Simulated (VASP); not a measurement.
A run of VASP 6.6.1:

The input INCAR:

```
  PREC = Accurate
  ENCUT = 520
  EDIFF = 1E-6
  ISMEAR = 0
  SIGMA = 0.05
  LREAL = Auto
  LASPH = T
  NELM = 150
  ALGO = Normal
  ISIF = 2
  LWAVE = F
  LCHARG = F
  ISPIN = 2
  MAGMOM = 0 0 0 0 0 0 0 0 0 0 0 0 0 0 0 0 0
  LORBIT = 11
  GGA = PE
  NBANDS = 52
```

The input KPOINTS:

```
Automatic mesh
0
Gamma
  2 2 2
```

Contents of POSCAR:

```
Si16C
1.0
    0.0000000000      5.4300000000      5.4300000000
    5.4300000000      0.0000000000      5.4300000000
    5.4300000000      5.4300000000      0.0000000000
Si C
16 1
Direct
    0.0113274401     -0.0084681400     -0.0213841621
    0.1558257827      0.1000841621      0.0996068140
    0.0388976059     -0.0391090239      0.4733220994
    0.1308670350      0.1132187845      0.6038539595
   -0.0206790976      0.4631792818      0.0486511050
    0.1167205341      0.6188011971      0.1250046961
   -0.0173792818      0.4893061694      0.4988037753
    0.0880264273      0.5977185083      0.6616630755
    0.5290750460      0.0059070902     -0.0522881215
    0.6358647330      0.1209982505      0.0982372928
    0.5035657459      0.0134316759      0.4720878453
    0.6664412523      0.1412197053      0.5468292818
    0.4889374770      0.4942350829      0.0005914365
    0.6302419890      0.6112353591      0.1070677716
    0.4403713628      0.5438028545      0.5371814917
    0.6077275322      0.6452011971      0.6305280847
    0.6833091160      0.3988220074      0.3652116943
```

Potentials or basis: VASP PAW PBE potentials, release 64 (Si, C).

Command:

```sh
$ cat potpaw_PBE.64/Si/POTCAR potpaw_PBE.64/C/POTCAR > POTCAR
$ mpirun -np 1 vasp_std > vasp.out
```

Hardware: 1 thread of Intel Xeon 8259CL, with other jobs on the host.

**Question.** Estimate the wall time of this run.

**Answer.** It took 19 min on 1 thread of Intel Xeon 8259CL (shared host), peak memory 0.71 GiB. Counts: scf iterations 16, k points 8.
